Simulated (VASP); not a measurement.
Input of a VASP 6.6.1 run:

Contents of INCAR:

```
  PREC = Accurate
  ENCUT = 600
  EDIFF = 1E-8
  ISMEAR = -1
  SIGMA = 0.15
  LREAL = F
  LASPH = T
  NELM = 60
  ALGO = Normal
  ISIF = 3
  LWAVE = F
  LCHARG = F
  GGA = PS
  NBANDS = 16
  IBRION = 6
  NFREE = 2
  POTIM = 0.015
  NSW = 1
```

File KPOINTS:

```
Automatic mesh
0
Gamma
  14 14 14
```

The input POSCAR:

```
InP
1.0
    0.0000000000      2.6836306170      2.6836306170
    2.6836306170      0.0000000000      2.6836306170
    2.6836306170      2.6836306170      0.0000000000
In P
1 1
Direct
    0.0000000000      0.0000000000      0.0000000000
    0.5000000000      0.5000000000      0.5000000000
```

Potentials or basis: VASP PAW PBE potentials, release 64 (In_d, P).

The run is started by

```bash
$ cat potpaw_PBE.64/In_d/POTCAR potpaw_PBE.64/P/POTCAR > POTCAR
$ mpirun -np 1 vasp_std > vasp.out
```

(1) What does it give for the elastic constants C11, C12, C44?

(2) Estimate the Voigt bulk modulus.

(3) Estimate the highest phonon frequency at Γ, LO-TO splitting left out.

## Answers

(1) 210, 49, 32 GPa.

(2) 102 GPa.

(3) 201 cm⁻¹.

Caveat: the cell is under stress, which shifts elastic constants; the PAW data sets were made with another functional, which shifts forces and pressure a little.
